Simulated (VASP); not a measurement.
Input of a VASP 6.6.1 run:

Contents of INCAR:

```
PREC = Accurate
ENCUT = 520
EDIFF = 1E-7
ISMEAR = 0
SIGMA = 0.01
LREAL = False
LASPH = True
NELM = 80
ALGO = Normal
ISIF = 2
LWAVE = False
LCHARG = False
GGA = PE
NBANDS = 23
```

Contents of KPOINTS:

```
regular mesh
0
Gamma
  8 8 8
```

The input POSCAR:

```
CaB6
1.0
    4.1479184822      0.0000000000      0.0000000000
    0.0000000000      4.1479184822      0.0000000000
    0.0000000000      0.0000000000      4.1479184822
Ca B
1 6
Direct
    0.0000000000      0.0000000000      0.0000000000
    0.5000000000      0.5000000000      0.2018000920
    0.5000000000      0.5000000000      0.7981999080
    0.2018000920      0.5000000000      0.5000000000
    0.7981999080      0.5000000000      0.5000000000
    0.5000000000      0.2018000920      0.5000000000
    0.5000000000      0.7981999080      0.5000000000
```

Potentials or basis: VASP PAW PBE potentials, release 64 (Ca_sv, B).

Command:

```sh
$ cat potpaw_PBE.64/Ca_sv/POTCAR potpaw_PBE.64/B/POTCAR > POTCAR
$ mpirun -np 1 vasp_std > vasp.out
```

**Question.** Predict the band gap on the k mesh.

**Answer.** 0.07 eV, indirect (least direct gap 0.14 eV).

**Question.** Estimate the pressure.

**Answer.** 0.1 GPa.

Forces in eV/Å, atoms in the order of the input:
```
Ca   0.000  0.000  0.000
B    0.000  0.000 -0.017
B    0.000  0.000  0.017
B   -0.017  0.000  0.000
B    0.017  0.000  0.000
B    0.000 -0.017  0.000
B    0.000  0.017  0.000
```

A k mesh can miss the band edges.
